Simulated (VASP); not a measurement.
The system is AlPt.

```xyz
2
Lattice="3.0915 0.0000 0.0000 0.0000 3.0915 0.0000 0.0000 0.0000 3.0915" Properties=species:S:1:pos:R:3 pbc="T T T"
Al    0.0000    0.0000    0.0000
Pt    1.5458    1.5458    1.5458
```

Base run:

- Program: VASP 6.6.1
- Functional: r2SCAN
- Potentials or basis: VASP PAW PBE potentials, release 64 (Al, Pt)
- Cutoff: 520 eV
- k mesh: 11 × 11 × 11
- Occupations: fermi-dirac, width 0.05 eV
- Spin: collinear spin
- Starting moments: [0.0, 0.5] μB
- Fixed moment: 0.5 μB

Its results: pressure -4.5 GPa; net moment 0.50 μB per cell.

Q: After a change of settings the same cell gave: pressure -4.9 GPa; net moment 0.00 μB per cell. Which change was it?
A. fixed moment from 0.5 μB to 1.4 μB; moments at the start from [0.0, 0.5] to [0.0, 1.4]
B. fixed moment from 0.5 μB to none; moments at the start from [0.0, 0.5] to [0.0, 0.6]
C. fixed moment from 0.5 μB to 1 μB; moments at the start from [0.0, 0.5] to [0.0, 1.0]

A: B.

Caveats: the cell stands under tension; the PAW data sets were made with another functional, which shifts forces and pressure a little; the total moment is fixed, so each spin has its own Fermi level and the state may be an excited one (at least some runs).
